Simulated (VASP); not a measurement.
# Dy5C (I4/m) in VASP: notebook

Runs on Dy5C. Level: PBE. Tasks: single point, relaxation of cell and atoms.

Everything below comes from runs of VASP 6.6.1. Logs are shortened: lines on timing, memory, paths and dates and some standing lists are left out, and cuts for length are marked.

### Step 1. The cell of the first run

It takes space group I4/m (No. 87, tetragonal). Conventional cell: a = 8.020 Å, b = 8.020 Å, c = 4.971 Å, α = 90.00°, β = 90.00°, γ = 90.00°. Dy (site symmetry m) has 1 C at 2.40 Å within 3.2 Å. Within 3.3 Å of Dy (site symmetry 4/m) lie 2 C at 2.49 Å. C (site symmetry 4/m) has 6 Dy at 2.40 to 2.49 Å within 3.2 Å.

### Step 2. Single point, PBE (26.64 Å³/atom)

File INCAR:

```
ALGO = Normal ; EDIFF = 1E-6
ENCUT = 600 ; GGA = PE
GGA_COMPAT = F ; ISIF = 2
ISMEAR = 0 ; LASPH = T
LCHARG = F ; LMAXMIX = 6
LREAL = F ; LWAVE = F
NBANDS = 34 ; NELM = 200
PREC = Accurate ; SIGMA = 0.1
```

File KPOINTS:

```
k-points
0
Gamma
  8 8 8
```

File POSCAR:

```
Dy5C
1.0
   -4.0100839158      4.0100839158      2.4852884218
    4.0100839158     -4.0100839158      2.4852884218
    4.0100839158      4.0100839158     -2.4852884218
Dy C
5 1
Direct
    0.0860114284      0.2870048764      0.3730163048
    0.9139885716      0.7129951236      0.6269836952
    0.7129951236      0.0860114284      0.7990065520
    0.2870048764      0.9139885716      0.2009934480
    0.5000000000      0.5000000000      0.0000000000
    0.0000000000      0.0000000000      0.0000000000
```

Potentials or basis: VASP PAW PBE potentials, release 64 (Dy_3, C), 4f in core.

On the command line:

```
$ cat potpaw_PBE.64/Dy_3/POTCAR potpaw_PBE.64/C/POTCAR > POTCAR
$ mpirun -np 1 vasp_std > vasp.out
```

OUTCAR:

```text
EDIFF = 1E-6
   ENCUT = 600
   GGA = PE
   ISIF = 2
   ISMEAR = 0
   LASPH = T
   LREAL = F
   NELM = 200
   PREC = Accurate

 ion  position               nearest neighbor table
   1  0.086  0.287  0.373-   6 2.40   4 3.40   3 3.40   5 3.46   5 3.46   3 3.60   3 3.60   4 3.60
                             4 3.60   2 3.67   2 3.67   2 3.68   5 3.73
   2  0.914  0.713  0.627-   6 2.40   3 3.40   4 3.40   5 3.46   5 3.46   4 3.60   3 3.60   3 3.60
                             4 3.60   1 3.67   1 3.67   1 3.68   5 3.73
   3  0.713  0.086  0.799-   6 2.40   2 3.40   1 3.40   5 3.46   5 3.46   1 3.60   2 3.60   2 3.60
                             1 3.60   4 3.67   4 3.67   4 3.68   5 3.73
   4  0.287  0.914  0.201-   6 2.40   1 3.40   2 3.40   5 3.46   5 3.46   2 3.60   2 3.60   1 3.60
                             1 3.60   3 3.67   3 3.67   3 3.68   5 3.73
   5  0.500  0.500  0.000-   6 2.49   6 2.49   3 3.46   1 3.46   2 3.46   1 3.46   4 3.46   3 3.46
                             2 3.46   4 3.46   3 3.73   4 3.73   2 3.73   1 3.73
   6  0.000  0.000  0.000-   1 2.40   2 2.40   3 2.40   4 2.40   5 2.49   5 2.49

  LATTYP: Found a body centered tetragonal cell.
 ALAT       =     8.0201678316
 C/A-ratio  =     0.6197597043

  Lattice vectors:

 A1 = (  -4.0100839158,   4.0100839158,   2.4852884218)
 A2 = (   4.0100839158,  -4.0100839158,   2.4852884218)
 A3 = (   4.0100839158,   4.0100839158,  -2.4852884218)

Analysis of symmetry for initial positions (statically):
=====================================================================
 Subroutine PRICEL returns:
 Original cell was already a primitive cell.

 Routine SETGRP: Setting up the symmetry group for a
 body centered tetragonal supercell.

 Subroutine GETGRP returns: Found  8 space group operations
 (whereof  8 operations were pure point group operations)
 out of a pool of 16 trial point group operations.

The static configuration has the point symmetry C_4h.

Analysis of symmetry for dynamics (positions and initial velocities):
=====================================================================
 Subroutine PRICEL returns:
 Original cell was already a primitive cell.

 Routine SETGRP: Setting up the symmetry group for a
 body centered tetragonal supercell.

 Subroutine GETGRP returns: Found  8 space group operations
 (whereof  8 operations were pure point group operations)
 out of a pool of 16 trial point group operations.

The dynamic configuration has the point symmetry C_4h.

 Subroutine INISYM returns: Found  8 space group operations
 (whereof  8 operations are pure point group operations),
 and found     1 'primitive' translations

----------------------------------------------------------------------------------------

                                     Primitive cell

  volume of cell :     159.8614

  direct lattice vectors                    reciprocal lattice vectors
    -4.010083916  4.010083916  2.485288422     0.000000000  0.124685670  0.201183893
     4.010083916 -4.010083916  2.485288422     0.124685670  0.000000000  0.201183893
     4.010083916  4.010083916 -2.485288422     0.124685670  0.124685670  0.000000000

  length of vectors
     6.191785248  6.191785248  6.191785248     0.236688561  0.236688561  0.176332166

  position of ions in fractional coordinates (direct lattice)
     0.086011428  0.287004876  0.373016305
     0.913988572  0.712995124  0.626983695
     0.712995124  0.086011428  0.799006552
     0.287004876  0.913988572  0.200993448
     0.500000000  0.500000000  0.000000000
     0.000000000  0.000000000  0.000000000

  ion indices of the primitive-cell ions
   primitive index   ion index
                 1           1
                 2           2
                 3           3
                 4           4
                 5           5
                 6           6

----------------------------------------------------------------------------------------

 KPOINTS: k-points

Automatic generation of k-mesh.
 Grid dimensions read from file:
 generate k-points for:    8    8    8

 Generating k-lattice:

  Cartesian coordinates                     Fractional coordinates (reciprocal lattice)
     0.000000000  0.015585709  0.025147987     0.125000000  0.000000000  0.000000000
     0.015585709  0.000000000  0.025147987     0.000000000  0.125000000  0.000000000
     0.015585709  0.015585709  0.000000000     0.000000000  0.000000000  0.125000000

  Length of vectors
     0.029586070  0.029586070  0.022041521

  Shift w.r.t. Gamma in fractional coordinates (k-lattice)
     0.000000000  0.000000000  0.000000000

 Subroutine IBZKPT returns following result:
 ===========================================

 Found     78 irreducible k-points:

 Following reciprocal coordinates:
            Coordinates               Weight
  0.000000  0.000000  0.000000      1.000000
  0.125000  0.000000  0.000000      8.000000
  0.250000  0.000000  0.000000      8.000000
  0.375000  0.000000  0.000000      8.000000
  0.500000  0.000000  0.000000      4.000000
  0.125000  0.125000  0.000000      8.000000
[... 16 lines left out ...]
 -0.375000  0.250000 -0.000000      8.000000
 -0.250000  0.375000  0.000000      8.000000
 [... further k-points ...]
   k-points           NKPTS =     78   k-points in BZ     NKDIM =     78   number of bands    NBANDS=     34
   number of dos      NEDOS =    301   number of ions     NIONS =      6
   total plane-waves  NPLWV = 125000
   dimension x,y,z NGX =    50 NGY =   50 NGZ =   50
   dimension x,y,z NGXF=   100 NGYF=  100 NGZF=  100
   ions per type =               5   1
   NGX,Y,Z   is equivalent  to a cutoff of  13.42, 13.42, 13.42 a.u.
   NGXF,Y,Z  is equivalent  to a cutoff of  26.85, 26.85, 26.85 a.u.
 SYSTEM =  unknown system
   PREC   = accura    normal or accurate (medium, high low for compatibility)
   ISTART =      0    job   : 0-new  1-cont  2-samecut
   ICHARG =      2    charge: 1-file 2-atom 10-const
   ISPIN  =      1    spin polarized calculation?
   LNONCOLLINEAR =      F non collinear calculations
   LSORBIT =      F    spin-orbit coupling
   LASPH  =      T    aspherical Exc in radial PAW
   ENCUT  =  600.0 eV  44.10 Ry    6.64 a.u.  12.37 12.37 12.37*2*pi/ulx,y,z
   NELM   =    200;   NELMIN=  2; NELMDL= -5     # of ELM steps
   EDIFF  = 0.1E-05   stopping-criterion for ELM
   LREAL  =      F    real-space projection
   EDIFFG = 0.1E-04   stopping-criterion for IOM
   NSW    =      0    number of steps for IOM
   IBRION =     -1    ionic relax: 0-MD 1-quasi-New 2-CG
   NFREE  =      0    steps in history (QN), initial steepest desc. (CG)
   ISIF   =      2    stress and relaxation
   ISYM   =      2    0-nonsym 1-usesym 2-fastsym
   POTIM  = 0.5000    time-step for ionic-motion
   TEBEG  =    0.0;   TEEND  =   0.0 temperature during run
   PSTRESS=    0.0 pullay stress
   NELECT =      49.0000    total number of electrons
   NUPDOWN=      -1.0000    fix difference up-down
   EMIN   =  10.00;   EMAX   =-10.00  energy-range for DOS
   EFERMI =   0.00;   METHOD = LEGACY
   ISMEAR =     0;   SIGMA  =   0.10  broadening in eV -4-tet -1-fermi 0-gaus
   EFERMI_NEDOS =   21; number of points for ismear=-14 and -15
   IALGO  =     38    algorithm
   IMIX   =      4    mixing-type and parameters
     AMIX     =   0.40;   BMIX     =  1.00
     AMIX_MAG =   1.60;   BMIX_MAG =  1.00
  volume/ion in A,a.u.               =      26.64       179.80
  Fermi-wavevector in a.u.,A,eV,Ry     =   1.103805  2.085889 16.577136  1.218385
  Thomas-Fermi vector in A             =   2.240268
   LORBIT       =      0    0 simple, 1 ext, 2 COOP (PROOUT), +10 PAW based schemes
   GGA     = PE    functional components
   LHFCALC =     F    Hartree Fock is set to
   AEXX    =    0.0000 exact exchange contribution
   IVDW    =     0    specifies the selected vdW correction
   LEPSILON=     F    determine dielectric tensor
   LRPA    =     F    only Hartree local field effects (RPA)
 non-spin polarized calculation
 Gauss-broadening in eV      SIGMA  =   0.10
  energy-cutoff  :      600.00
  volume of cell :      159.86
 maximum number of plane-waves:      5361
 NGX is ok and might be reduce to    50
   NGX = 25   NGY = 25   NGZ = 25

 number of electron      49.0000003 magnetization

 Free energy of the ion-electron system (eV)
  ---------------------------------------------------
  ext. energy  EPLUGINS =         0.00000000
  ---------------------------------------------------
  free energy    TOTEN  =       -32.37824374 eV

  energy without entropy =      -32.34297284  energy(sigma->0) =      -32.36060829

 E-fermi :   3.2938     XC(G=0): -10.0322

 val. band max:        3.2884398712   @ k =  -0.2500   0.2500  -0.1250
 cond. band min:       3.2960267382   @ k =   0.3750   0.1250   0.1250
 fundamental gap:      0.0075868670
 Fermi energy:         3.2938034763

 k-point     1 :       0.0000    0.0000    0.0000
  band No.  band energies     occupation
      1     -19.9990      2.00000
      2     -19.9601      2.00000
      3     -19.8963      2.00000
      4     -19.8963      2.00000
      5     -19.7786      2.00000
      6     -19.7706      2.00000
[... 26 lines left out ...]
     33       5.3327      0.00000
     34       6.1706      0.00000

 k-point     2 :       0.1250    0.0000    0.0000
  band No.  band energies     occupation
      1     -20.0010      2.00000
      2     -19.9950      2.00000
      3     -19.9126      2.00000
      4     -19.9043      2.00000
      5     -19.7993      2.00000
      6     -19.7730      2.00000
[... 26 lines left out ...]
     33       5.3927      0.00000
     34       5.6631      0.00000
[... 775 lines left out ...]
     33       5.8126      0.00000
     34       6.1453      0.00000

 k-point    24 :      -0.2500    0.3750    0.0000
  band No.  band energies     occupation
      1     -20.0186      2.00000
      2     -19.9676      2.00000
      3     -19.9162      2.00000
      4     -19.8896      2.00000
      5     -19.8140      2.00000
      6     -19.7645      2.00000
[... 26 lines left out ...]
     33       5.8254      0.00000
     34       6.0267      0.00000

 [... further k-points ...]

------------------------ aborting loop because EDIFF is reached ----------------------------------------

  FORCE on cell =-STRESS in cart. coord.  units (eV):
  Direction    XX          YY          ZZ          XY          YZ          ZX
  --------------------------------------------------------------------------------------
  -------------------------------------------------------------------------------------
  Total        2.0027618      2.0027618      1.9810080      0.0000009      0.0000000      0.0000000
  in kB       20.0722555     20.0722555     19.8542324      0.0000091      0.0000000      0.0000000
  external PRESSURE =      19.9995811 kB  Pullay stress =       0.0000000 kB

 VOLUME and BASIS-vectors are now :
 -----------------------------------------------------------------------------
  energy-cutoff  :      600.00
  volume of cell :      159.86
      direct lattice vectors                 reciprocal lattice vectors
    -4.010083916  4.010083916  2.485288422     0.000000000  0.124685670  0.201183893
     4.010083916 -4.010083916  2.485288422     0.124685670  0.000000000  0.201183893
     4.010083916  4.010083916 -2.485288422     0.124685670  0.124685670  0.000000000

 POSITION                                       TOTAL-FORCE (eV/Angst)
 -----------------------------------------------------------------------------------
      2.30183      0.68983      0.00000         0.028848      0.009976      0.000000
      1.70826      3.32026      2.48529        -0.028848     -0.009976     -0.000000
      0.68983      5.71834      0.00000         0.009976     -0.028848     -0.000000
      3.32026     -1.70826      2.48529        -0.009976      0.028848     -0.000000
      0.00000      0.00000      2.48529         0.000000      0.000000      0.000000
      0.00000      0.00000      0.00000         0.000000      0.000000      0.000000
 -----------------------------------------------------------------------------------
    total drift:                                0.000000      0.000000     -0.000000

  FREE ENERGIE OF THE ION-ELECTRON SYSTEM (eV)
  ---------------------------------------------------
  free  energy   TOTEN  =       -32.3782437380 eV

  energy  without entropy=      -32.3429728393  energy(sigma->0) =      -32.36060829
```

It took 6.4 min on 1 thread of AMD EPYC 9R45 (Zen 5), shared host; peak memory 0.6 GiB.

What came out:

```yaml
Free_energy: -32.3782 eV
Pressure: 2.0 GPa
Largest_force: 0.031 eV/Å
Band_gap_on_the_k_mesh: zero (an odd number of electrons rules out a gap without spin polarisation)
```

Forces on the atoms (eV/Å):
```
Dy   0.029  0.010  0.000
Dy  -0.029 -0.010  0.000
Dy   0.010 -0.029  0.000
Dy  -0.010  0.029  0.000
Dy   0.000  0.000  0.000
C    0.000  0.000  0.000
```

Caveat: spin-orbit coupling is left out, which moves the levels of the heavy elements; the 4f electrons are frozen in the core, so they carry no moment and show no levels.

### Step 3. Relaxation of cell and atoms, PBE

This run uses another cell than the first one, of 27.50 Å³/atom.

File INCAR:

```
PREC     = Accurate       # precision mode
ENCUT    = 600            # plane-wave cutoff, eV
EDIFF    = 1E-7           # SCF threshold, eV
ISMEAR   = 0              # smearing method
SIGMA    = 0.1            # smearing width, eV
LREAL    = F              # projectors in reciprocal space
LASPH    = T              # aspherical terms in the spheres
NELM     = 200            # most SCF steps
ALGO     = Normal         # electronic algorithm
ISIF     = 3              # what is computed and relaxed
LWAVE    = F              # write WAVECAR
LCHARG   = F              # write CHGCAR
GGA      = PE             # functional
IBRION   = 2              # ionic algorithm
NSW      = 100            # ionic steps
EDIFFG   = -0.01          # ionic threshold
GGA_COMPAT= F            
NELMIN   = 4            
LMAXMIX  = 6              # l up to which the mixer works
```

File KPOINTS:

```
regular mesh
0
Gamma
  8 8 8
```

File POSCAR:

```
Dy5C
1.0
   -4.0573146205      4.0573146205      2.5062156908
    4.0573146205     -4.0573146205      2.5062156908
    4.0573146205      4.0573146205     -2.5062156908
Dy C
5 1
Direct
    0.0847709734      0.2852665488      0.3700375222
    0.9152290266      0.7147334512      0.6299624778
    0.7147334512      0.0847709734      0.7995044246
    0.2852665488      0.9152290266      0.2004955754
    0.5000000000      0.5000000000      0.0000000000
    0.0000000000      0.0000000000      0.0000000000
```

Potentials or basis: VASP PAW PBE potentials, release 64 (Dy_3, C), 4f in core.

On the command line:

```
$ cat potpaw_PBE.64/Dy_3/POTCAR potpaw_PBE.64/C/POTCAR > POTCAR
$ mpirun -np 1 vasp_std > vasp.out
```

It took 14 min on 1 thread of Intel Xeon 6975P-C (Granite Rapids), shared host; peak memory 0.63 GiB.

The run converged. Its results:

* Free energy: -32.4157 eV
* Relaxed volume: 27.68 Å³/atom
* Relaxed cell: a = 6.275 Å, b = 6.275 Å, c = 6.275 Å, α = 99.21°, β = 99.21°, γ = 132.84°
* Space group after relaxing (to 0.1 Å): I4/m (No. 87)
* Energy gained by relaxing: 0.2 meV/atom
* Ionic steps: 5
* Pressure after relaxing: 0.0 GPa
* Largest force after relaxing: 0.009 eV/Å
* Band gap on the k mesh: zero (an odd number of electrons rules out a gap without spin polarisation)

Forces on the atoms (eV/Å):
```
Dy  -0.009 -0.003  0.000
Dy   0.009  0.003  0.000
Dy  -0.003  0.009  0.000
Dy   0.003 -0.009  0.000
Dy   0.000  0.000  0.000
C    0.000  0.000  0.000
```

Step by step:
```csv
step,energy change (eV),largest force (eV/Å),pressure (GPa),volume (Å³)
1,0.0000,0.0267,0.36,165.03
2,-0.0009,0.0321,-0.18,166.52
3,-0.0012,0.0124,0.01,166.01
4,-0.0012,0.0131,-0.01,166.03
5,-0.0012,0.0094,0.00,166.06
```

Final structure:
```yaml
crystal:
  lattice:
    - [-4.06672, 4.06672, 2.51030]
    - [4.06672, -4.06672, 2.51030]
    - [4.06672, 4.06672, -2.51030]
  atoms:
    - { symbol: Dy, position: [0.08478, 0.28531, 0.37008] }
    - { symbol: Dy, position: [0.91522, 0.71469, 0.62992] }
    - { symbol: Dy, position: [0.71469, 0.08478, 0.79947] }
    - { symbol: Dy, position: [0.28531, 0.91522, 0.20053] }
    - { symbol: Dy, position: [0.50000, 0.50000, 0.00000] }
    - { symbol: C, position: [0.00000, 0.00000, 0.00000] }
```

Levels at points of the mesh, in eV from the Fermi level:
```tsv
k point	band 22	band 23	band 24	band 25	band 26	band 27	band 28	band 29
(0.00, 0.00, 0.00)	-0.50	-0.50	0.07	0.07	0.22	0.31	0.35	1.62
(0.50, 0.00, 0.00)	-0.72	-0.60	-0.05	0.31	0.54	0.55	0.77	1.02
(0.50, 0.50, 0.00)	-1.03	-0.76	-0.43	-0.26	0.65	0.72	0.77	0.95
(0.50, 0.50, 0.50)	-1.16	-1.16	-0.77	-0.12	0.04	0.04	0.81	1.13
```

Caveat: spin-orbit coupling is left out, which moves the levels of the heavy elements; the 4f electrons are frozen in the core, so they carry no moment and show no levels. Spin polarisation is off, so any magnetic state and its effect on volume and gap are missing.

[end of part 1 of 2]
